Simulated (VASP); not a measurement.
# AlNi (CsCl type) (Pm-3m) in VASP: a series of runs, part 2 of 2

VASP 6.6.1. Earlier steps stand in the parts before.

## 3. Single point, HSE06

This run uses another cell than the first one, of 12.55 Å³/atom, 1.030 times its volume.

Contents of POSCAR:

```
AlNi
1.0
    2.9280306770      0.0000000000      0.0000000000
    0.0000000000      2.9280306770      0.0000000000
    0.0000000000      0.0000000000      2.9280306770
Ni Al
1 1
Direct
    0.0000000000      0.0000000000      0.0000000000
    0.5000000000      0.5000000000      0.5000000000
```

Contents of INCAR.step1:

```
SYSTEM = AlNi
PREC = Accurate ; ENCUT = 520
EDIFF = 1E-5 ; ISMEAR = -1
SIGMA = 0.1 ; LREAL = .False.
LASPH = .True. ; NELM = 80
ALGO = Normal ; ISIF = 2
LWAVE = .True. ; LCHARG = .False.
NBANDS = 14 ; GGA = PE
```

Contents of INCAR.step2:

```
SYSTEM = AlNi
PREC = Accurate ; ENCUT = 520
EDIFF = 1E-6 ; ISMEAR = -1
SIGMA = 0.1 ; LREAL = .False.
LASPH = .True. ; NELM = 80
ALGO = Normal ; ISIF = 2
LWAVE = .False. ; LCHARG = .False.
GGA = PE ; LHFCALC = .True.
HFSCREEN = 0.2079 ; PRECFOCK = Normal
NBANDS = 14 ; ISTART = 1
```

Contents of KPOINTS:

```
regular mesh
0
Gamma
  4 4 4
  0 0 0
```

Potentials or basis: VASP PAW PBE potentials, release 64 (Ni, Al).

Launch:

```
$ cat potpaw_PBE.64/Ni/POTCAR potpaw_PBE.64/Al/POTCAR > POTCAR
$ cp INCAR.step1 INCAR
$ mpirun -np 1 vasp_std > vasp.out
$ cp INCAR.step2 INCAR
$ mpirun -np 1 vasp_std > vasp.out
```

OUTCAR:

```text
SYSTEM = AlNi
   PREC = Accurate
   ENCUT = 520
   EDIFF = 1E-6
   ISMEAR = -1
   LREAL = .False.
   LASPH = .True.
   NELM = 80
   ISIF = 2
   GGA = PE
   LHFCALC = .True.
   HFSCREEN = 0.2079
   PRECFOCK = Normal
   ISTART = 1

 ion  position               nearest neighbor table
   1  0.000  0.000  0.000-   2 2.54   2 2.54   2 2.54   2 2.54   2 2.54   2 2.54   2 2.54   2 2.54

   2  0.500  0.500  0.500-   1 2.54   1 2.54   1 2.54   1 2.54   1 2.54   1 2.54   1 2.54   1 2.54

  LATTYP: Found a simple cubic cell.
 ALAT       =     2.9280306770

  Lattice vectors:

 A1 = (   2.9280306770,   0.0000000000,   0.0000000000)
 A2 = (   0.0000000000,   2.9280306770,   0.0000000000)
 A3 = (   0.0000000000,   0.0000000000,   2.9280306770)

Analysis of symmetry for initial positions (statically):
=====================================================================
 Subroutine PRICEL returns:
 Original cell was already a primitive cell.

 Routine SETGRP: Setting up the symmetry group for a
 simple cubic supercell.

 Subroutine GETGRP returns: Found 48 space group operations
[... 170 lines left out ...]
      4       6.9684      2.00000
      5       6.9684      2.00000
      6       6.9684      2.00000
      7      15.2710      0.00000
      8      15.2710      0.00000
      9      15.2710      0.00000
     10      18.1407      0.00000
     11      18.1407      0.00000
     12      23.5231      0.00000
     13      31.0860      0.00000
     14      31.0860      0.00000
[... 139 lines left out ...]
      1       4.3296      2.00000
      2       4.3296      2.00000
      3       4.3296      2.00000
      4       7.6191      1.99999
      5       7.6191      1.99999
      6      11.6682      0.00000
      7      11.6682      0.00000
      8      11.6682      0.00000
      9      13.0389      0.00000
     10      14.0219      0.00000
     11      14.0219      0.00000
     12      14.0219      0.00000
     13      17.8904      0.00000
     14      37.3418      0.00000

------------------------ aborting loop because EDIFF is reached ----------------------------------------

  FORCE on cell =-STRESS in cart. coord.  units (eV):
  Direction    XX          YY          ZZ          XY          YZ          ZX
  --------------------------------------------------------------------------------------
  -------------------------------------------------------------------------------------
  Total       -1.6496958     -1.6496958     -1.6496958      0.0000000     -0.0000000      0.0000000
  in kB     -105.2901128   -105.2901128   -105.2901128      0.0000000     -0.0000000      0.0000000
  external PRESSURE =    -105.2901128 kB  Pullay stress =       0.0000000 kB

 VOLUME and BASIS-vectors are now :
 -----------------------------------------------------------------------------
  energy-cutoff  :      520.00
  volume of cell :       25.10
      direct lattice vectors                 reciprocal lattice vectors
     2.928030677  0.000000000  0.000000000     0.341526476  0.000000000  0.000000000
     0.000000000  2.928030677  0.000000000     0.000000000  0.341526476  0.000000000
     0.000000000  0.000000000  2.928030677     0.000000000  0.000000000  0.341526476

 POSITION                                       TOTAL-FORCE (eV/Angst)
 -----------------------------------------------------------------------------------
      0.00000      0.00000      0.00000         0.000000      0.000000      0.000000
      1.46402      1.46402      1.46402         0.000000      0.000000      0.000000
 -----------------------------------------------------------------------------------
    total drift:                                0.000021      0.000017      0.000013

  FREE ENERGIE OF THE ION-ELECTRON SYSTEM (eV)
  ---------------------------------------------------
  free  energy   TOTEN  =       -11.9644510746 eV

  energy  without entropy=      -11.9427165007  energy(sigma->0) =      -11.95358379
```

OUTCAR.step1:

```text
SYSTEM = AlNi
   PREC = Accurate
   ENCUT = 520
   EDIFF = 1E-5
   ISMEAR = -1
   LREAL = .False.
[... 376 lines left out ...]
      0.00000      0.00000      0.00000         0.000000      0.000000      0.000000
      1.46402      1.46402      1.46402         0.000000      0.000000      0.000000
 -----------------------------------------------------------------------------------
    total drift:                                0.000000      0.000000      0.000000

  FREE ENERGIE OF THE ION-ELECTRON SYSTEM (eV)
  ---------------------------------------------------
  free  energy   TOTEN  =       -10.5739510461 eV

  energy  without entropy=      -10.5472655495  energy(sigma->0) =      -10.56060830
```

Run time: 5.1 min. Hardware: 1 thread of Intel Xeon 6975P-C, shared host; peak memory 0.24 GiB.

What came out:

* Free energy: -11.9645 eV
* Pressure: -10.5 GPa

Caveat: the k points lie up to 0.54 Å⁻¹ apart; the PAW data sets were made with another functional, which shifts forces and pressure a little. Spin polarisation is off, so any magnetic state and its effect on volume and gap are missing.
